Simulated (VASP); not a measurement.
The system is AlN.

```
Al N
1.0
     3.29235    0.00000    0.00000
    -1.64617    2.85126    0.00000
     0.00000    0.00000    4.13696
Al N
2 2
Direct
  0.33333 0.66667 0.25000
  0.66667 0.33333 0.75000
  0.66667 0.33333 0.25000
  0.33333 0.66667 0.75000
```

Base run:

| Item | Value |
| --- | --- |
| Program | VASP 6.6.1 |
| Functional | r2SCAN |
| Potentials or basis | VASP PAW PBE potentials, release 64 (Al, N) |
| Cutoff | 520 eV |
| k mesh | 6 × 6 × 4 |
| Occupations | gaussian, width 0.01 eV |
| Spin | no spin polarisation |

Its results: band gap on the k mesh 4.06 eV, direct; pressure -0.6 GPa.

The run is repeated on the same cell with these changes: functional from r2SCAN to LDA; potentials or basis from VASP PAW PBE potentials, release 64 (Al, N) to VASP PAW LDA potentials, release 64 (Al, N). What comes out?

Band gap on the k mesh 3.48 eV, direct; pressure -3.4 GPa.

Caveats: the PAW data sets were made with another functional, which shifts forces and pressure a little (some runs).

A k mesh can miss the band edges.
